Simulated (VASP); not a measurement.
The system is HfO2.

```xyz
3
Lattice="0.0000 2.5229 2.5229 2.5229 0.0000 2.5229 2.5229 2.5229 0.0000" Properties=species:S:1:pos:R:3 pbc="T T T"
Hf    0.0000    0.0000    0.0000
O     3.7844    3.7844    3.7844
O     1.2615    1.2615    1.2615
```

This cell differs from its parent crystal: volume scaled by 0.96.

Base run:

```yaml
Program: VASP 6.6.1
Functional: PBEsol
Potentials_or_basis: VASP PAW PBE potentials, release 64 (Hf_pv, O)
Cutoff: 520 eV
k_mesh: 9 × 9 × 9
Occupations: fermi-dirac, width 0.05 eV
Spin: no spin polarisation
```

Its results: band gap on the k mesh 3.82 eV, indirect (least direct gap 3.95 eV); pressure -4.0 GPa.

**Question.** After a change of settings the same cell gave: band gap on the k mesh 3.95 eV, indirect (least direct gap 4.07 eV); pressure 4.1 GPa. Which change was it?
A. functional from PBEsol to RPBE; further incar settings from ALGO = Normal; EDIFF = 1e-06; NBANDS = 18 to ALGO = Normal; EDIFF = 1e-07; NBANDS = 18
B. functional from PBEsol to PBE
C. functional from PBEsol to r2SCAN
D. functional from PBEsol to BLYP; dispersion from none to D4

**Answer.** B.

PBE binds less tightly than PBEsol, so the same cell stands under more pressure.

Caveats: spin-orbit coupling is left out, which moves the levels of the heavy elements; the PAW data sets were made with another functional, which shifts forces and pressure a little (some runs).
